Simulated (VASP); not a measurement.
Runs of VASP 6.6.1 on Nb. The structure is that of space group P6_3/mmc (No. 194), or close to it. The cells are those of the table. 

```csv
task,cell,k mesh,cutoff (eV),gap on the mesh (eV),pressure (GPa)
relaxation of cell and atoms,"relaxed from a = 2.908, b = 2.908, c = 4.631 Å, angles 90.0, 90.0, 120.0°, 2 atoms",9 × 9 × 4,600,none,0.1
single point,"a = 2.816, b = 2.816, c = 5.246 Å, angles 90.0, 90.0, 120.0°, 2 atoms",9 × 9 × 4,520,none,(a)
single point,"a = 2.908, b = 2.908, c = 4.631 Å, angles 90.0, 90.0, 120.0°, 2 atoms",9 × 9 × 4,520,none,11.5
single point,"a = 2.832, b = 2.832, c = 5.189 Å, angles 90.0, 90.0, 120.0°, 2 atoms",18 × 18 × 8,520,none,-0.3
```

Alike in all rows: level PBEsol; potentials or basis VASP PAW PBE potentials, release 64 (Nb_sv); no spin polarisation; smearing gaussian 0.1 eV.

Task: Estimate the missing entries.

Result: (a) -0.2.

Caveats: the PAW data sets were made with another functional, which shifts forces and pressure a little.

A k mesh can miss the band edges, and the runs leave out spin-orbit coupling on Nb.

A gap of «none» marks levels without a gap at the run's occupations.
